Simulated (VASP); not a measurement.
# Ge (I4_1/amd) in VASP: a series of runs

The runs below take Ge through relaxation of cell and atoms, single point, with PBEsol.

Everything below comes from runs of VASP 6.6.1. Logs are shortened: lines on timing, memory, paths and dates and some standing lists are left out, and cuts for length are marked.

## Step 1: The cell of the first run

The structure is tetragonal, space group I4_1/amd (No. 141). Conventional cell: a = 4.324 Å, b = 4.324 Å, c = 2.378 Å, α = 90.00°, β = 90.00°, γ = 90.00°. Ge (site symmetry -4m2) has 10 Ge at 2.24 to 2.80 Å within 3.0 Å.

## Step 2: Relaxation of cell and atoms, PBEsol, target pressure 120 GPa, at which the enthalpy is minimised

Input file INCAR:

```
PREC = Accurate
ENCUT = 600
EDIFF = 1E-6
ISMEAR = -1
SIGMA = 0.08
LREAL = F
LASPH = T
NELM = 60
ALGO = Normal
ISIF = 3
LWAVE = F
LCHARG = F
GGA = PS
IBRION = 2
NSW = 60
EDIFFG = -0.005
PSTRESS = 1200.0
```

Input file KPOINTS:

```
regular mesh
0
Gamma
  18 18 18
```

Input file POSCAR:

```
Ge
1.0
   -2.1618535462      2.1618535462      1.1890194504
    2.1618535462     -2.1618535462      1.1890194504
    2.1618535462      2.1618535462     -1.1890194504
Ge
2
Direct
   -0.3750000000     -0.1250000000     -0.2500000000
    0.3750000000      0.1250000000      0.2500000000
```

Potentials or basis: VASP PAW PBE potentials, release 64 (Ge_d).

Command:

```console
$ cat potpaw_PBE.64/Ge_d/POTCAR > POTCAR
$ mpirun -np 1 vasp_std > vasp.out
```

OUTCAR:

```text
PREC = Accurate
   ENCUT = 600
   EDIFF = 1E-6
   ISMEAR = -1
   LREAL = F
   LASPH = T
   NELM = 60
   ISIF = 3
   GGA = PS
   IBRION = 2
   NSW = 60
   EDIFFG = -0.005
   PSTRESS = 1200.0

 ion  position               nearest neighbor table
   1  0.625  0.875  0.750-   2 2.24   2 2.24   2 2.24   2 2.24   2 2.80   2 2.80   2 2.80   2 2.80

   2  0.375  0.125  0.250-   1 2.24   1 2.24   1 2.24   1 2.24   1 2.80   1 2.80   1 2.80   1 2.80

  LATTYP: Found a body centered tetragonal cell.
 ALAT       =     4.3237070924
 C/A-ratio  =     0.5500000000

  Lattice vectors:

 A1 = (  -2.1618535462,   2.1618535462,   1.1890194504)
 A2 = (   2.1618535462,  -2.1618535462,   1.1890194504)
 A3 = (   2.1618535462,   2.1618535462,  -1.1890194504)

Analysis of symmetry for initial positions (statically):
=====================================================================
 Subroutine PRICEL returns:
 Original cell was already a primitive cell.

 Routine SETGRP: Setting up the symmetry group for a
 body centered tetragonal supercell.

 Subroutine GETGRP returns: Found 16 space group operations
 (whereof  4 operations were pure point group operations)
 out of a pool of 16 trial point group operations.

The static configuration has the point symmetry C_2h.
 The point group associated with its full space group is D_4h.

Analysis of symmetry for dynamics (positions and initial velocities):
=====================================================================
 Subroutine PRICEL returns:
 Original cell was already a primitive cell.

 Routine SETGRP: Setting up the symmetry group for a
 body centered tetragonal supercell.

 Subroutine GETGRP returns: Found 16 space group operations
 (whereof  4 operations were pure point group operations)
 out of a pool of 16 trial point group operations.

The dynamic configuration has the point symmetry C_2h.
 The point group associated with its full space group is D_4h.

 Subroutine INISYM returns: Found 16 space group operations
 (whereof  4 operations are pure point group operations),
 and found     1 'primitive' translations

----------------------------------------------------------------------------------------

                                     Primitive cell

  volume of cell :      22.2281

  direct lattice vectors                    reciprocal lattice vectors
    -2.161853546  2.161853546  1.189019450     0.000000000  0.231283012  0.420514568
     2.161853546 -2.161853546  1.189019450     0.231283012  0.000000000  0.420514568
     2.161853546  2.161853546 -1.189019450     0.231283012  0.231283012  0.000000000

  length of vectors
     3.280394605  3.280394605  3.280394605     0.479921174  0.479921174  0.327083573

  position of ions in fractional coordinates (direct lattice)
     0.625000000  0.875000000  0.750000000
     0.375000000  0.125000000  0.250000000

  ion indices of the primitive-cell ions
   primitive index   ion index
                 1           1
                 2           2

----------------------------------------------------------------------------------------

 KPOINTS: regular mesh

Automatic generation of k-mesh.
 Grid dimensions read from file:
 generate k-points for:   18   18   18

 Generating k-lattice:

  Cartesian coordinates                     Fractional coordinates (reciprocal lattice)
     0.000000000  0.012849056  0.023361920     0.055555556  0.000000000  0.000000000
     0.012849056  0.000000000  0.023361920     0.000000000  0.055555556  0.000000000
     0.012849056  0.012849056  0.000000000     0.000000000  0.000000000  0.055555556

  Length of vectors
     0.026662287  0.026662287  0.018171310

  Shift w.r.t. Gamma in fractional coordinates (k-lattice)
     0.000000000  0.000000000  0.000000000

 Subroutine IBZKPT returns following result:
 ===========================================

 Found    480 irreducible k-points:

 Following reciprocal coordinates:
            Coordinates               Weight
  0.000000  0.000000  0.000000      1.000000
  0.055556 -0.000000  0.000000      8.000000
  0.111111 -0.000000  0.000000      8.000000
  0.166667  0.000000 -0.000000      8.000000
  0.222222  0.000000 -0.000000      8.000000
  0.277778  0.000000  0.000000      8.000000
[... 16 lines left out ...]
 -0.277778  0.055556  0.000000     16.000000
 -0.222222  0.055556  0.000000     16.000000
 [... further k-points ...]
   k-points           NKPTS =    480   k-points in BZ     NKDIM =    480   number of bands    NBANDS=     18
   number of dos      NEDOS =    301   number of ions     NIONS =      2
   total plane-waves  NPLWV =  21952
   dimension x,y,z NGX =    28 NGY =   28 NGZ =   28
   dimension x,y,z NGXF=    56 NGYF=   56 NGZF=   56
   ions per type =               2
   NGX,Y,Z   is equivalent  to a cutoff of  14.19, 14.19, 14.19 a.u.
   NGXF,Y,Z  is equivalent  to a cutoff of  28.38, 28.38, 28.38 a.u.
 SYSTEM =  unknown system
   PREC   = accura    normal or accurate (medium, high low for compatibility)
   ISTART =      0    job   : 0-new  1-cont  2-samecut
   ICHARG =      2    charge: 1-file 2-atom 10-const
   ISPIN  =      1    spin polarized calculation?
   LNONCOLLINEAR =      F non collinear calculations
   LSORBIT =      F    spin-orbit coupling
   LASPH  =      T    aspherical Exc in radial PAW
   ENCUT  =  600.0 eV  44.10 Ry    6.64 a.u.   6.55  6.55  6.55*2*pi/ulx,y,z
   NELM   =     60;   NELMIN=  2; NELMDL= -5     # of ELM steps
   EDIFF  = 0.1E-05   stopping-criterion for ELM
   LREAL  =      F    real-space projection
   EDIFFG = -.5E-02   stopping-criterion for IOM
   NSW    =     60    number of steps for IOM
   IBRION =      2    ionic relax: 0-MD 1-quasi-New 2-CG
   NFREE  =      1    steps in history (QN), initial steepest desc. (CG)
   ISIF   =      3    stress and relaxation
   ISYM   =      2    0-nonsym 1-usesym 2-fastsym
   POTIM  = 0.5000    time-step for ionic-motion
   TEBEG  =    0.0;   TEEND  =   0.0 temperature during run
   PSTRESS= 1200.0 pullay stress
   NELECT =      28.0000    total number of electrons
   NUPDOWN=      -1.0000    fix difference up-down
   EMIN   =  10.00;   EMAX   =-10.00  energy-range for DOS
   EFERMI =   0.00;   METHOD = LEGACY
   ISMEAR =    -1;   SIGMA  =   0.08  broadening in eV -4-tet -1-fermi 0-gaus
   EFERMI_NEDOS =   21; number of points for ismear=-14 and -15
   IALGO  =     38    algorithm
   IMIX   =      4    mixing-type and parameters
     AMIX     =   0.40;   BMIX     =  1.00
     AMIX_MAG =   1.60;   BMIX_MAG =  1.00
  volume/ion in A,a.u.               =      11.11        75.00
  Fermi-wavevector in a.u.,A,eV,Ry     =   1.768046  3.341123 42.531654  3.125988
  Thomas-Fermi vector in A             =   2.835311
   LORBIT       =      0    0 simple, 1 ext, 2 COOP (PROOUT), +10 PAW based schemes
   GGA     = PS    functional components
   LHFCALC =     F    Hartree Fock is set to
   AEXX    =    0.0000 exact exchange contribution
   IVDW    =     0    specifies the selected vdW correction
   LEPSILON=     F    determine dielectric tensor
   LRPA    =     F    only Hartree local field effects (RPA)
 conjugate gradient relaxation of ions
 non-spin polarized calculation
  energy-cutoff  :      600.00
  volume of cell :       22.23
 maximum number of plane-waves:       762
 NGX is ok and might be reduce to    28
   NGX = 13   NGY = 13   NGZ = 13

--------------------------------------- Ionic step        1  -------------------------------------------

 number of electron      28.0000007 magnetization

 Free energy of the ion-electron system (eV)
  ---------------------------------------------------
  ext. energy  EPLUGINS =         0.00000000
  ---------------------------------------------------
  free energy    TOTEN  =        -5.93979561 eV

  energy without entropy =       -5.92895719  energy(sigma->0) =       -5.93437640

------------------------ aborting loop because EDIFF is reached ----------------------------------------

  FORCE on cell =-STRESS in cart. coord.  units (eV):
  Direction    XX          YY          ZZ          XY          YZ          ZX
  --------------------------------------------------------------------------------------
  -------------------------------------------------------------------------------------
  Total       18.0520783     18.0520783     16.9937488      0.0000000     -0.0000000     -0.0000000
  in kB     1301.1767697   1301.1767697   1224.8933816      0.0000000     -0.0000000     -0.0000000
  external PRESSURE =      75.7489736 kB  Pullay stress =    1200.0000000 kB
[... 93 lines left out ...]
  FREE ENERGIE OF THE ION-ELECTRON SYSTEM (eV)
  ---------------------------------------------------
  free  energy   TOTEN  =        -6.2261357670 eV

  energy  without entropy=       -6.2151612869  energy(sigma->0) =       -6.22064853

  enthalpy is  TOTEN    =        10.6983324585 eV   P V=       16.9244682254

[... ionic steps 4 to 15 ...]

--------------------------------------- Ionic step       16  -------------------------------------------

 number of electron      27.9999997 magnetization

------------------------ aborting loop because EDIFF is reached ----------------------------------------

  FORCE on cell =-STRESS in cart. coord.  units (eV):
  Direction    XX          YY          ZZ          XY          YZ          ZX
  --------------------------------------------------------------------------------------
  -------------------------------------------------------------------------------------
  Total       16.8824300     16.8824300     16.8993825      0.0000000      0.0000000      0.0000000
  in kB     1199.8292583   1199.8292583   1201.0340647      0.0000000      0.0000000      0.0000000
  external PRESSURE =       0.2308605 kB  Pullay stress =    1200.0000000 kB
[... 61 lines left out ...]
  enthalpy is  TOTEN    =        10.6968696402 eV   P V=       16.8850217868

--------------------------------------- Ionic step       18  -------------------------------------------

 number of electron      27.9999997 magnetization

 Free energy of the ion-electron system (eV)
  ---------------------------------------------------
  ext. energy  EPLUGINS =         0.00000000
  ---------------------------------------------------
  free energy    TOTEN  =        -6.18809440 eV

  energy without entropy =       -6.17698308  energy(sigma->0) =       -6.18253874

 E-fermi :  13.7750     XC(G=0): -14.2532

 val. band max:       13.7706083977   @ k =   0.4444   0.1667   0.0000
 cond. band min:      13.7881672463   @ k =   0.1111   0.1111   0.0000
 fundamental gap:      0.0175588486
 Fermi energy:        13.7749854616

 k-point     1 :       0.0000    0.0000    0.0000
  band No.  band energies     occupation
      1     -12.2110      2.00000
      2     -12.0416      2.00000
      3     -12.0043      2.00000
      4     -11.9494      2.00000
      5     -11.4946      2.00000
      6     -11.4946      2.00000
[... 10 lines left out ...]
     17      25.0821      0.00000
     18      26.4967      0.00000
[... 466 lines left out ...]
      2     -11.9521      2.00000
      3     -11.9055      2.00000
      4     -11.8151      2.00000
      5     -11.6051      2.00000
      6     -11.5458      2.00000
[... 10 lines left out ...]
     17      20.4622      0.00000
     18      22.1896      0.00000

 [... further k-points ...]

------------------------ aborting loop because EDIFF is reached ----------------------------------------

  FORCE on cell =-STRESS in cart. coord.  units (eV):
  Direction    XX          YY          ZZ          XY          YZ          ZX
  --------------------------------------------------------------------------------------
  -------------------------------------------------------------------------------------
  Total       16.8846032     16.8846032     16.8792343      0.0000000     -0.0000000      0.0000000
  in kB     1199.9743490   1199.9743490   1199.5927916      0.0000000     -0.0000000      0.0000000
  external PRESSURE =      -0.1528368 kB  Pullay stress =    1200.0000000 kB
[... 17 lines left out ...]
  FREE ENERGIE OF THE ION-ELECTRON SYSTEM (eV)
  ---------------------------------------------------
  free  energy   TOTEN  =        -6.1880944043 eV

  energy  without entropy=       -6.1769830826  energy(sigma->0) =       -6.18253874

  enthalpy is  TOTEN    =        10.6968696827 eV   P V=       16.8849640870

 reached required accuracy - stopping structural energy minimisation
```

Wall time 21 min (1 thread of Intel Xeon Platinum 8259CL at 2.50GHz (Skylake/Cascade Lake), shared host); peak memory 0.33 GiB.

Results:

- Free energy: -6.1881 eV
- Relaxed volume: 11.27 Å³/atom
- Relaxed cell: a = 3.304 Å, b = 3.304 Å, c = 3.304 Å, α = 97.39°, β = 97.39°, γ = 137.97°
- Space group after relaxing (to 0.1 Å): I4_1/amd (No. 141)
- Energy change on relaxing (the run minimises the enthalpy): -124.1 meV/atom
- Ionic steps: 18
- Pressure after relaxing: 120.0 GPa
- Band gap on the k mesh: zero (bands 14 and 15 overlap by 9.39 eV)

Step by step:
```tsv
step	energy change (eV)	largest force (eV/Å)	pressure (GPa)	volume (Å³)
1	0.0000	0.0000	127.57	22.23
2	-1.1701	0.0000	91.29	23.96
3	-0.2863	0.0000	118.77	22.60
4	-0.2760	0.0000	119.16	22.58
5	-0.2150	0.0000	121.08	22.50
6	-0.2443	0.0000	120.09	22.54
7	-0.2436	0.0000	120.13	22.54
8	-0.2590	0.0000	119.59	22.56
9	-0.2468	0.0000	120.07	22.54
10	-0.2481	0.0000	119.80	22.54
11	-0.2471	0.0000	119.92	22.54
12	-0.2469	0.0000	120.07	22.54
13	-0.2470	0.0000	120.03	22.54
14	-0.2485	0.0000	119.94	22.54
15	-0.2478	0.0000	120.11	22.54
16	-0.2482	0.0000	120.02	22.54
17	-0.2484	0.0000	119.92	22.54
18	-0.2483	0.0000	119.98	22.54
```

Final structure:
```
CELL_PARAMETERS angstrom
-2.18102 2.18102 1.18482
2.18102 -2.18102 1.18482
2.18102 2.18102 -1.18482
ATOMIC_POSITIONS crystal
Ge 0.62500 0.87500 0.75000
Ge 0.37500 0.12500 0.25000
```

Levels at points of the mesh, in eV from the Fermi level:
| k point | band 10 | band 11 | band 12 | band 13 | band 14 | band 15 | band 16 | band 17 | band 18 |
| --- | --- | --- | --- | --- | --- | --- | --- | --- | --- |
| (0.00, 0.00, 0.00) | -24.83 | -18.89 | -4.25 | -4.25 | -2.18 | 1.78 | 11.31 | 11.31 | 12.72 |
| (0.50, 0.00, 0.00) | -24.97 | -9.85 | -9.81 | -3.55 | -2.73 | -1.62 | 1.32 | 5.36 | 8.27 |
| (0.50, 0.50, 0.00) | -25.11 | -14.80 | -14.80 | 0.33 | 0.33 | 3.07 | 3.07 | 10.72 | 10.72 |
| (0.50, 0.50, 0.50) | -25.23 | -10.93 | -10.93 | -10.16 | -10.16 | 8.42 | 8.42 | 18.09 | 18.09 |

Caveat: the cell is relaxed towards a set pressure, so the run minimises the enthalpy, not the energy; the PAW data sets were made with another functional, which shifts forces and pressure a little.

## Step 3: Single point, PBEsol

This run uses another cell than the first one, of 11.26 Å³/atom.

Input file INCAR:

```
  ALGO = Normal
  EDIFF = 1E-6
  ENCUT = 520
  GGA = PS
  ISIF = 2
  ISMEAR = -1
  LASPH = True
  LCHARG = False
  LREAL = False
  LWAVE = False
  NBANDS = 21
  NELM = 60
  PREC = Accurate
  SIGMA = 0.08
```

Input file KPOINTS:

```
k-points
0
Gamma
  18 18 18
```

Input file POSCAR:

```
Ge
1.0
   -2.1806365714      2.1806365714      1.1840854402
    2.1806365714     -2.1806365714      1.1840854402
    2.1806365714      2.1806365714     -1.1840854402
Ge
2
Direct
   -0.3750000000     -0.1250000000     -0.2500000000
    0.3750000000      0.1250000000      0.2500000000
```

Potentials or basis: VASP PAW PBE potentials, release 64 (Ge_d).

Command:

```console
$ cat potpaw_PBE.64/Ge_d/POTCAR > POTCAR
$ mpirun -np 1 vasp_std > vasp.out
```

Run time: 95 s. Hardware: 1 thread of Intel Xeon 6975P-C (Granite Rapids), shared host; peak memory 0.29 GiB.

The run converged. Its results:

* Free energy: -6.1717 eV
* Pressure: 120.4 GPa
* Band gap on the k mesh: zero (bands 14 and 15 overlap by 9.39 eV)

Stress tensor (GPa, compression positive):
```
120.32   0.00   0.00
  0.00 120.32   0.00
  0.00   0.00 120.56
```

Levels at points of the mesh, in eV from the Fermi level:
```csv
k point,band 11,band 12,band 13,band 14,band 15,band 16,band 17,band 18
"(0.00, 0.00, 0.00)",-18.91,-4.26,-4.26,-2.19,1.77,11.31,11.31,12.74
"(0.50, 0.00, 0.00)",-9.85,-9.81,-3.56,-2.73,-1.62,1.32,5.36,8.28
"(0.50, 0.50, 0.00)",-14.81,-14.81,0.32,0.32,3.06,3.06,10.74,10.74
"(0.50, 0.50, 0.50)",-10.94,-10.94,-10.17,-10.17,8.44,8.44,18.09,18.09
```

Caveat: the cell stands under pressure; the PAW data sets were made with another functional, which shifts forces and pressure a little.

## Step 4: Single point, PBEsol

This run uses another cell than the first one, of 11.26 Å³/atom.

Input file INCAR:

```
SYSTEM = Ge
ALGO     = Normal         ! electronic algorithm
EDIFF    = 1E-7           ! SCF threshold, eV
ENCUT    = 520            ! plane-wave cutoff, eV
GGA      = PS             ! functional
ISIF     = 2              ! what is computed and relaxed
ISMEAR   = -1             ! smearing method
LASPH    = .TRUE.         ! aspherical terms in the spheres
LCHARG   = .TRUE.         ! write CHGCAR
LELF     = .TRUE.         ! ELF
LREAL    = .FALSE.        ! projectors in reciprocal space
LVHAR    = .TRUE.       
LWAVE    = .FALSE.        ! write WAVECAR
NBANDS   = 21             ! bands
NELM     = 100            ! most SCF steps
PREC     = Accurate       ! precision mode
SIGMA    = 0.08           ! smearing width, eV
```

Input file KPOINTS:

```
k-points
0
G
  18 18 18
  0 0 0
```

Input file POSCAR:

```
Ge
1.0
   -2.1806896671      2.1806896671      1.1842009003
    2.1806896671     -2.1806896671      1.1842009003
    2.1806896671      2.1806896671     -1.1842009003
Ge
2
Direct
   -0.3750000000     -0.1250000000     -0.2500000000
    0.3750000000      0.1250000000      0.2500000000
```

Command:

```console
$ cat potpaw_PBE.64/Ge_d/POTCAR > POTCAR
$ mpirun -np 1 vasp_std > vasp.out
```

Run time: 1.8 min. Hardware: 1 thread of Intel Xeon 6975P-C (Granite Rapids), shared host; peak memory 0.3 GiB.

Results (log left out):

```
Free energy            : -6.1741 eV
Pressure               : 120.3 GPa
Band gap on the k mesh : zero (bands 14 and 15 overlap by 9.39 eV)
```

Stress tensor (GPa, compression positive):
```
120.26   0.00   0.00
  0.00 120.26   0.00
  0.00   0.00 120.45
```

Levels at points of the mesh, in eV from the Fermi level:
| k point | band 12 | band 13 | band 14 | band 15 | band 16 | band 17 |
| --- | --- | --- | --- | --- | --- | --- |
| (0.00, 0.00, 0.00) | -4.26 | -4.26 | -2.18 | 1.77 | 11.31 | 11.31 |
| (0.50, 0.00, 0.00) | -9.81 | -3.56 | -2.73 | -1.62 | 1.32 | 5.36 |
| (0.50, 0.50, 0.00) | -14.81 | 0.32 | 0.32 | 3.06 | 3.06 | 10.74 |
| (0.50, 0.50, 0.50) | -10.94 | -10.17 | -10.17 | 8.44 | 8.44 | 18.09 |

Caveat: the cell stands under pressure; the PAW data sets were made with another functional, which shifts forces and pressure a little.

(Part 1 of 2 ends here.)
